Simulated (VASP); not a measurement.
# Sr2C (P4/mmm) in VASP: notebook

Sr2C is run at these levels: PBE; tasks: single point, relaxation of cell and atoms.

Everything below comes from runs of VASP 6.6.1. Logs are shortened: lines on timing, memory, paths and dates and some standing lists are left out, and cuts for length are marked.

## 1. The cell of the first run

The structure is tetragonal, space group P4/mmm (No. 123). Conventional cell: a = 3.421 Å, b = 3.421 Å, c = 7.340 Å, α = 90.00°, β = 90.00°, γ = 90.00°. Sr (site symmetry 4mm) has 4 C at 2.85 Å and 5 Sr at 3.03 to 3.42 Å within 3.8 Å. C (site symmetry 4/mmm) has 8 Sr at 2.85 Å and 4 C at 3.42 Å within 3.8 Å.

## 2. Single point, PBE

INCAR

```
PREC     = Accurate       # precision mode
ENCUT    = 520            # plane-wave cutoff, eV
EDIFF    = 1E-6           # SCF threshold, eV
ISMEAR   = 0              # smearing method
SIGMA    = 0.1            # smearing width, eV
LREAL    = F              # projectors in reciprocal space
LASPH    = T              # aspherical terms in the spheres
NELM     = 100            # most SCF steps
ALGO     = Normal         # electronic algorithm
ISIF     = 2              # what is computed and relaxed
LWAVE    = F              # write WAVECAR
LCHARG   = F              # write CHGCAR
GGA      = PE             # functional
NBANDS   = 19             # bands
```

KPOINTS

```
Automatic mesh
0
Gamma
  14 14 6
```

POSCAR

```
Sr2C
1.0
    3.4210725750      0.0000000000      0.0000000000
    0.0000000000      3.4210725750      0.0000000000
    0.0000000000      0.0000000000      7.3400751738
Sr C
2 1
Direct
    0.0000000000      0.0000000000      0.7937023271
    0.0000000000      0.0000000000      0.2062976729
    0.5000000000      0.5000000000      0.0000000000
```

Potentials or basis: VASP PAW PBE potentials, release 64 (Sr_sv, C).

The run is started by

```console
> cat potpaw_PBE.64/Sr_sv/POTCAR potpaw_PBE.64/C/POTCAR > POTCAR
> mpirun -np 1 vasp_std > vasp.out
```

OUTCAR:

```text
PREC = Accurate
   ENCUT = 520
   EDIFF = 1E-6
   ISMEAR = 0
   LREAL = F
   LASPH = T
   NELM = 100
   ISIF = 2
   GGA = PE

 ion  position               nearest neighbor table
   1  0.000  0.000  0.794-   3 2.85   3 2.85   3 2.85   3 2.85   2 3.03   2 4.31   2 4.57   2 4.57
                             2 4.57   2 4.57
   2  0.000  0.000  0.206-   3 2.85   3 2.85   3 2.85   3 2.85   1 3.03   1 4.31   1 4.57   1 4.57
                             1 4.57   1 4.57
   3  0.500  0.500  0.000-   1 2.85   2 2.85   1 2.85   2 2.85   1 2.85   2 2.85   1 2.85   2 2.85

  LATTYP: Found a simple tetragonal cell.
 ALAT       =     3.4210725750
 C/A-ratio  =     2.1455479277

  Lattice vectors:

 A1 = (   3.4210725750,   0.0000000000,   0.0000000000)
 A2 = (   0.0000000000,   3.4210725750,   0.0000000000)
 A3 = (   0.0000000000,   0.0000000000,   7.3400751738)

Analysis of symmetry for initial positions (statically):
=====================================================================
 Subroutine PRICEL returns:
 Original cell was already a primitive cell.

 Routine SETGRP: Setting up the symmetry group for a
 simple tetragonal supercell.

 Subroutine GETGRP returns: Found 16 space group operations
 (whereof 16 operations were pure point group operations)
 out of a pool of 16 trial point group operations.

The static configuration has the point symmetry D_4h.

Analysis of symmetry for dynamics (positions and initial velocities):
=====================================================================
 Subroutine PRICEL returns:
 Original cell was already a primitive cell.

 Routine SETGRP: Setting up the symmetry group for a
 simple tetragonal supercell.

 Subroutine GETGRP returns: Found 16 space group operations
 (whereof 16 operations were pure point group operations)
 out of a pool of 16 trial point group operations.

The dynamic configuration has the point symmetry D_4h.

 Subroutine INISYM returns: Found 16 space group operations
 (whereof 16 operations are pure point group operations),
 and found     1 'primitive' translations

----------------------------------------------------------------------------------------

                                     Primitive cell

  volume of cell :      85.9063

  direct lattice vectors                    reciprocal lattice vectors
     3.421072575  0.000000000  0.000000000     0.292305988  0.000000000  0.000000000
     0.000000000  3.421072575  0.000000000     0.000000000  0.292305988  0.000000000
     0.000000000  0.000000000  7.340075174     0.000000000  0.000000000  0.136238387

  length of vectors
     3.421072575  3.421072575  7.340075174     0.292305988  0.292305988  0.136238387

  position of ions in fractional coordinates (direct lattice)
     0.000000000  0.000000000  0.793702327
     0.000000000  0.000000000  0.206297673
     0.500000000  0.500000000  0.000000000

  ion indices of the primitive-cell ions
   primitive index   ion index
                 1           1
                 2           2
                 3           3

----------------------------------------------------------------------------------------

 KPOINTS: Automatic mesh

Automatic generation of k-mesh.
 Grid dimensions read from file:
 generate k-points for:   14   14    6

 Generating k-lattice:

  Cartesian coordinates                     Fractional coordinates (reciprocal lattice)
     0.020878999  0.000000000  0.000000000     0.071428571  0.000000000  0.000000000
     0.000000000  0.020878999  0.000000000     0.000000000  0.071428571  0.000000000
     0.000000000  0.000000000  0.022706398     0.000000000  0.000000000  0.166666667

  Length of vectors
     0.020878999  0.020878999  0.022706398

  Shift w.r.t. Gamma in fractional coordinates (k-lattice)
     0.000000000  0.000000000  0.000000000

 Subroutine IBZKPT returns following result:
 ===========================================

 Found    144 irreducible k-points:

 Following reciprocal coordinates:
            Coordinates               Weight
  0.000000  0.000000  0.000000      1.000000
[... 52 lines left out ...]
     19       7.3717      0.00000

 k-point     6 :       0.3571    0.0000    0.0000
  band No.  band energies     occupation
      1     -33.0369      2.00000
      2     -32.9090      2.00000
      3     -15.6507      2.00000
      4     -15.4577      2.00000
      5     -15.2447      2.00000
      6     -14.6571      2.00000
[... 11 lines left out ...]
     18       7.3205      0.00000
     19       7.8431      0.00000

 k-point     7 :       0.4286    0.0000    0.0000
  band No.  band energies     occupation
      1     -33.0261      2.00000
      2     -32.8987      2.00000
      3     -15.6278      2.00000
      4     -15.5713      2.00000
      5     -15.3467      2.00000
      6     -14.6447      2.00000
[... 11 lines left out ...]
     18       7.3628      0.00000
     19       7.5507      0.00000

 k-point     8 :       0.5000    0.0000    0.0000
  band No.  band energies     occupation
      1     -33.0222      2.00000
      2     -32.8950      2.00000
      3     -15.6179      2.00000
      4     -15.6128      2.00000
      5     -15.3826      2.00000
      6     -14.6403      2.00000
[... 256 lines left out ...]
 k-point    20 :       0.4286    0.1429    0.0000
  band No.  band energies     occupation
      1     -33.0123      2.00000
      2     -32.8856      2.00000
      3     -15.6024      2.00000
      4     -15.5396      2.00000
      5     -15.3225      2.00000
      6     -14.8042      2.00000
[... 11 lines left out ...]
     18       7.5842      0.00000
     19       7.8693      0.00000

 k-point    21 :       0.5000    0.1429    0.0000
  band No.  band energies     occupation
      1     -33.0084      2.00000
      2     -32.8819      2.00000
      3     -15.5895      2.00000
      4     -15.5836      2.00000
      5     -15.3579      2.00000
      6     -14.7988      2.00000
[... 11 lines left out ...]
     18       7.5247      0.00000
     19       7.8822      0.00000

 k-point    22 :       0.2143    0.2143    0.0000
  band No.  band energies     occupation
      1     -33.0405      2.00000
      2     -32.9122      2.00000
      3     -15.6617      2.00000
      4     -15.0719      2.00000
      5     -15.0137      2.00000
      6     -14.8997      2.00000
[... 11 lines left out ...]
     18       7.4425      0.00000
     19       7.5907      0.00000

 k-point    23 :       0.2857    0.2143    0.0000
  band No.  band energies     occupation
      1     -33.0235      2.00000
      2     -32.8962      2.00000
      3     -15.6284      2.00000
      4     -15.2343      2.00000
      5     -15.0518      2.00000
      6     -15.0100      2.00000
[... 11 lines left out ...]
     18       7.3436      0.00000
     19       7.7205      0.00000

 k-point    24 :       0.3571    0.2143    0.0000
  band No.  band energies     occupation
      1     -33.0082      2.00000
      2     -32.8816      2.00000
      3     -15.5978      2.00000
      4     -15.3951      2.00000
      5     -15.1976      2.00000
      6     -14.9859      2.00000
[... 11 lines left out ...]
     18       7.2947      0.00000
     19       7.7147      0.00000

 [... further k-points ...]
[... 5 lines left out ...]
  --------------------------------------------------------------------------------------
  -------------------------------------------------------------------------------------
  Total        0.1126665      0.1126665      0.1200170      0.0000000      0.0000000      0.0000000
  in kB        2.1012626      2.1012626      2.2383515      0.0000000      0.0000000      0.0000000
  external PRESSURE =       2.1469589 kB  Pullay stress =       0.0000000 kB

 VOLUME and BASIS-vectors are now :
 -----------------------------------------------------------------------------
  energy-cutoff  :      520.00
  volume of cell :       85.91
      direct lattice vectors                 reciprocal lattice vectors
     3.421072575  0.000000000  0.000000000     0.292305988  0.000000000  0.000000000
     0.000000000  3.421072575  0.000000000     0.000000000  0.292305988  0.000000000
     0.000000000  0.000000000  7.340075174     0.000000000  0.000000000  0.136238387

 POSITION                                       TOTAL-FORCE (eV/Angst)
 -----------------------------------------------------------------------------------
      0.00000      0.00000      5.82583         0.000000     -0.000000     -0.040435
      0.00000      0.00000      1.51424        -0.000000      0.000000      0.040435
      1.71054      1.71054      0.00000        -0.000000     -0.000000      0.000000
 -----------------------------------------------------------------------------------
    total drift:                               -0.000000      0.000000     -0.000000

  FREE ENERGIE OF THE ION-ELECTRON SYSTEM (eV)
  ---------------------------------------------------
  free  energy   TOTEN  =       -10.2720339639 eV

  energy  without entropy=      -10.2593030651  energy(sigma->0) =      -10.26566851
```

It took 2 min on 1 thread of Intel Xeon 6975P-C (Granite Rapids), shared host; peak memory 0.35 GiB.

Results:

```yaml
Free_energy: -10.2720 eV
Pressure: 0.2 GPa
Largest_force: 0.040 eV/Å
Band_gap_on_the_k_mesh: zero (band 12 reaches 2.94 eV, above the bottom of band 13 at 2.05 eV)
```

Forces on the atoms (eV/Å):
```
Sr   0.000  0.000 -0.040
Sr   0.000  0.000  0.040
C    0.000  0.000  0.000
```

## 3. Relaxation of cell and atoms, PBE

INCAR

```
SYSTEM = Sr2C
ALGO     = Normal         ! electronic algorithm
EDIFF    = 1E-6           ! SCF threshold, eV
EDIFFG   = -0.01          ! ionic threshold
ENCUT    = 600            ! plane-wave cutoff, eV
GGA      = PE             ! functional
IBRION   = 2              ! ionic algorithm
ISIF     = 3              ! what is computed and relaxed
ISMEAR   = 0              ! smearing method
LASPH    = .True.         ! aspherical terms in the spheres
LCHARG   = .False.        ! write CHGCAR
LREAL    = .False.        ! projectors in reciprocal space
LWAVE    = .False.        ! write WAVECAR
NELM     = 100            ! most SCF steps
NSW      = 100            ! ionic steps
PREC     = Accurate       ! precision mode
SIGMA    = 0.1            ! smearing width, eV
```

KPOINTS

```
k-points
0
Gamma
  14 14 6
  0 0 0
```

POSCAR

```
Sr2C
1.0
    3.4192198320      0.0000000000      0.0000000000
    0.0000000000      3.4192198320      0.0000000000
    0.0000000000      0.0000000000      7.3368898234
Sr C
2 1
Direct
    0.0000000000      0.0000000000      0.7948409600
    0.0000000000      0.0000000000      0.2051590400
    0.5000000000      0.5000000000      0.0000000000
```

Potentials or basis: VASP PAW PBE potentials, release 64 (Sr_sv, C).

The run is started by

```console
> cat potpaw_PBE.64/Sr_sv/POTCAR potpaw_PBE.64/C/POTCAR > POTCAR
> mpirun -np 1 vasp_std > vasp.out
```

It took 5 min on 1 thread of Intel Xeon 6975P-C (Granite Rapids), shared host; peak memory 0.39 GiB.

It converged, with:

- Free energy: -10.2725 eV
- Relaxed volume: 28.78 Å³/atom
- Relaxed cell: a = 3.426 Å, b = 3.426 Å, c = 7.357 Å, α = 90.00°, β = 90.00°, γ = 90.00°
- Space group after relaxing (to 0.05 Å): P4/mmm (No. 123)
- Energy gained by relaxing: 0.6 meV/atom
- Ionic steps: 6
- Pressure after relaxing: 0.0 GPa
- Largest force after relaxing: 0.007 eV/Å
- Band gap on the k mesh: zero (band 12 reaches 2.92 eV, above the bottom of band 13 at 2.03 eV)

Forces on the atoms (eV/Å):
```
Sr   0.000  0.000 -0.007
Sr   0.000  0.000  0.007
C    0.000  0.000  0.000
```

Stress tensor (GPa, compression positive):
```
 0.04  0.00  0.00
 0.00  0.04  0.00
 0.00  0.00 -0.04
```

Step by step:
```
step  energy change (eV)  largest force (eV/Å)  pressure (GPa)  volume (Å³)
   1              0.0000                0.1069            0.38        85.78
   2             -0.0016                0.0214           -0.04        86.63
   3             -0.0016                0.0211           -0.04        86.62
   4             -0.0016                0.0231           -0.03        86.60
   5             -0.0017                0.0191           -0.01        86.54
   6             -0.0018                0.0072            0.01        86.35
```

Final structure:
```
CELL_PARAMETERS angstrom
3.42587 0.00000 0.00000
0.00000 3.42587 0.00000
0.00000 0.00000 7.35725
ATOMIC_POSITIONS crystal
Sr 0.00000 0.00000 0.79354
Sr 0.00000 0.00000 0.20646
C 0.50000 0.50000 0.00000
```

Levels at points of the mesh, in eV from the Fermi level:
```
           k point  band 10  band 11  band 12  band 13  band 14  band 15
(0.00, 0.00, 0.00)    -2.44    -1.72     0.43     0.43     1.20     1.43
(0.50, 0.00, 0.00)    -2.42    -0.24     0.07     0.35     1.33     1.79
(0.50, 0.50, 0.00)    -2.04    -2.04    -1.74     1.82     2.10     2.83
(0.00, 0.00, 0.50)    -2.96    -0.44     0.44     0.44     1.02     1.29
(0.50, 0.00, 0.50)    -2.28    -0.30     0.35     0.42     0.80     2.15
(0.50, 0.50, 0.50)    -1.99    -1.99    -1.83     2.46     2.46     2.59
```

## 4. Single point, PBE

This run uses another cell than the first one, of 25.42 Å³/atom, 0.888 times its volume.

INCAR

```
  ALGO = Normal
  EDIFF = 1E-6
  ENCUT = 520
  GGA = PE
  ISIF = 2
  ISMEAR = 0
  LASPH = T
  LCHARG = T
  LELF = T
  LREAL = F
  LVHAR = T
  LWAVE = F
  NBANDS = 19
  NELM = 100
  PREC = Accurate
  SIGMA = 0.1
```

KPOINTS

```
k-points
0
Gamma
  6 6 4
```

POSCAR

```
Sr2C
1.0
    3.3659520700      0.0000000000      0.0000000000
    0.0000000000      3.3659520700      0.0000000000
    0.0000000000      0.0000000000      6.7319041400
Sr C
2 1
Direct
    0.0000000000      0.0000000000      0.7500000000
    0.0000000000      0.0000000000      0.2500000000
    0.5000000000      0.5000000000      0.0000000000
```

The run is started by

```console
> cat potpaw_PBE.64/Sr_sv/POTCAR potpaw_PBE.64/C/POTCAR > POTCAR
> mpirun -np 1 vasp_std > vasp.out
```

Wall time 24 s (1 thread of Intel Xeon 6975P-C (Granite Rapids), shared host); peak memory 0.2 GiB.

It converged, with:

* Free energy: -9.8027 eV
* Pressure: 0.4 GPa
* Largest force: 1.588 eV/Å
* Band gap on the k mesh: zero (band 12 reaches 3.80 eV, above the bottom of band 13 at 2.85 eV)

Forces in eV/Å, atoms in the order of the input:
```
Sr   0.000  0.000  1.588
Sr   0.000  0.000 -1.588
C    0.000  0.000  0.000
```

Stress tensor (GPa, compression positive):
```
0.50 0.00 0.00
0.00 0.50 0.00
0.00 0.00 0.17
```

Levels at points of the mesh, in eV from the Fermi level:
| k point | band 9 | band 10 | band 11 | band 12 | band 13 | band 14 | band 15 | band 16 |
| --- | --- | --- | --- | --- | --- | --- | --- | --- |
| (0.00, 0.00, 0.00) | -8.85 | -2.22 | -1.68 | 0.72 | 0.72 | 1.20 | 1.22 | 2.18 |
| (0.50, 0.00, 0.00) | -8.13 | -2.45 | -0.33 | -0.32 | 0.85 | 1.86 | 2.00 | 2.17 |
| (0.50, 0.50, 0.00) | -7.85 | -1.95 | -1.95 | -1.57 | 0.94 | 1.89 | 2.37 | 2.37 |
| (0.00, 0.00, 0.50) | -8.75 | -3.12 | 0.15 | 0.79 | 0.79 | 1.09 | 1.64 | 1.65 |
| (0.50, 0.00, 0.50) | -8.11 | -2.10 | -0.40 | -0.17 | 0.66 | 0.88 | 2.78 | 3.01 |
| (0.50, 0.50, 0.50) | -7.84 | -1.88 | -1.76 | -1.76 | 1.66 | 1.66 | 2.45 | 3.31 |

Caveat: forces of over 1 eV/Å act on the atoms, so gaps and moduli don't describe the material at rest.

## 5. Single point, PBE

INCAR

```
SYSTEM = Sr2C
  PREC = Accurate
  ENCUT = 520
  EDIFF = 1E-6
  ISMEAR = 0
  SIGMA = 0.1
  LREAL = .FALSE.
  LASPH = .TRUE.
  NELM = 100
  ALGO = Normal
  ISIF = 2
  LWAVE = .FALSE.
  LCHARG = .FALSE.
  GGA = PE
  NBANDS = 19
```

KPOINTS

```
Automatic mesh
0
G
  6 6 4
  0 0 0
```

POSCAR

```
Sr2C
1.0
    3.4192198320      0.0000000000      0.0000000000
    0.0000000000      3.4192198320      0.0000000000
    0.0000000000      0.0000000000      7.3368898234
Sr C
2 1
Direct
    0.0000000000      0.0000000000      0.7948409600
    0.0000000000      0.0000000000      0.2051590400
    0.5000000000      0.5000000000      0.0000000000
```

The run is started by

```console
> cat potpaw_PBE.64/Sr_sv/POTCAR potpaw_PBE.64/C/POTCAR > POTCAR
> mpirun -np 1 vasp_std > vasp.out
```

Run time: 27 s. Hardware: 1 thread of Intel Xeon 6975P-C (Granite Rapids), shared host; peak memory 0.22 GiB.

Results (log left out):

```yaml
Free_energy: -10.2853 eV
Pressure: 0.4 GPa
Largest_force: 0.020 eV/Å
Band_gap_on_the_k_mesh: zero (band 12 reaches 2.98 eV, above the bottom of band 13 at 2.28 eV)
```

Forces in eV/Å, atoms in the order of the input:
```
Sr   0.000  0.000 -0.020
Sr   0.000  0.000  0.020
C    0.000  0.000  0.000
```

Stress tensor (GPa, compression positive):
```
0.42 0.00 0.00
0.00 0.42 0.00
0.00 0.00 0.26
```

Levels at points of the mesh, in eV from the Fermi level:
| k point | band 9 | band 10 | band 11 | band 12 | band 13 | band 14 | band 15 | band 16 |
| --- | --- | --- | --- | --- | --- | --- | --- | --- |
| (0.00, 0.00, 0.00) | -8.80 | -2.40 | -1.71 | 0.49 | 0.49 | 1.23 | 1.49 | 2.19 |
| (0.50, 0.00, 0.00) | -8.08 | -2.36 | -0.18 | 0.07 | 0.39 | 1.33 | 1.85 | 2.78 |
| (0.50, 0.50, 0.00) | -8.05 | -1.99 | -1.99 | -1.72 | 1.88 | 2.15 | 2.86 | 2.86 |
| (0.00, 0.00, 0.50) | -8.77 | -2.94 | -0.43 | 0.50 | 0.50 | 1.09 | 1.32 | 2.06 |
| (0.50, 0.00, 0.50) | -8.07 | -2.22 | -0.25 | 0.39 | 0.45 | 0.83 | 2.16 | 2.80 |
| (0.50, 0.50, 0.50) | -8.04 | -1.94 | -1.94 | -1.81 | 2.49 | 2.49 | 2.67 | 3.67 |

## 6. The runs side by side

| task | cell | k mesh | cutoff (eV) | gap on the mesh (eV) | pressure (GPa) | largest force (eV/Å) |
| --- | --- | --- | --- | --- | --- | --- |
| single point | a = 3.421, b = 3.421, c = 7.340 Å, 3 atoms | 14 × 14 × 6 | 520 | none | 0.2 | 0.04 |
| relaxation of cell and atoms | relaxed from a = 3.419, b = 3.419, c = 7.337 Å, 3 atoms | 14 × 14 × 6 | 600 | none | 0.0 | 0.01 |
| single point | a = 3.366, b = 3.366, c = 6.732 Å, 3 atoms | 6 × 6 × 4 | 520 | none | 0.4 | 1.59 |
| single point | a = 3.419, b = 3.419, c = 7.337 Å, 3 atoms | 6 × 6 × 4 | 520 | none | 0.4 | 0.02 |

Alike in all rows: level PBE; potentials or basis VASP PAW PBE potentials, release 64 (Sr_sv, C); no spin polarisation; smearing gaussian 0.1 eV.

Caveats: forces of over 1 eV/Å act on the atoms, so gaps and moduli don't describe the material at rest (some runs).

Total energies depend on the potentials used, so only differences within one code and one set of settings carry meaning.
